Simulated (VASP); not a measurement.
Input of a VASP 6.6.1 run:

File POSCAR:

```
Bi
1.0
   -1.8956252222      1.8956252222      1.8956252222
    1.8956252222     -1.8956252222      1.8956252222
    1.8956252222      1.8956252222     -1.8956252222
Bi
1
Direct
    0.0000000000      0.0000000000      0.0000000000
```

The input INCAR.step1:

```
ALGO = Normal
EDIFF = 1E-4
ENCUT = 520
GGA = PE
ISMEAR = 0
LASPH = T
LCHARG = F
LREAL = F
LWAVE = T
NBANDS = 14
NELM = 100
PREC = Accurate
SIGMA = 0.1
```

INCAR.step2

```
ALGO = Normal
EDIFF = 1E-6
ENCUT = 520
ISIF = 2
ISMEAR = 0
ISTART = 1
LASPH = T
LCHARG = F
LMIXTAU = T
LREAL = F
LWAVE = F
METAGGA = R2SCAN
NBANDS = 14
NELM = 100
PREC = Accurate
SIGMA = 0.1
```

Contents of KPOINTS:

```
k-points
0
Gamma
  16 16 16
```

Potentials or basis: VASP PAW PBE potentials, release 64 (Bi_d).

The run is started by

```sh
$ cat potpaw_PBE.64/Bi_d/POTCAR > POTCAR
$ cp INCAR.step1 INCAR
$ mpirun -np 1 vasp_std > vasp.out
$ cp INCAR.step2 INCAR
$ mpirun -np 1 vasp_std > vasp.out
```

Task: Predict the pressure.

Result: 10.1 GPa.

Caveat: the PAW data sets were made with another functional, which shifts forces and pressure a little.
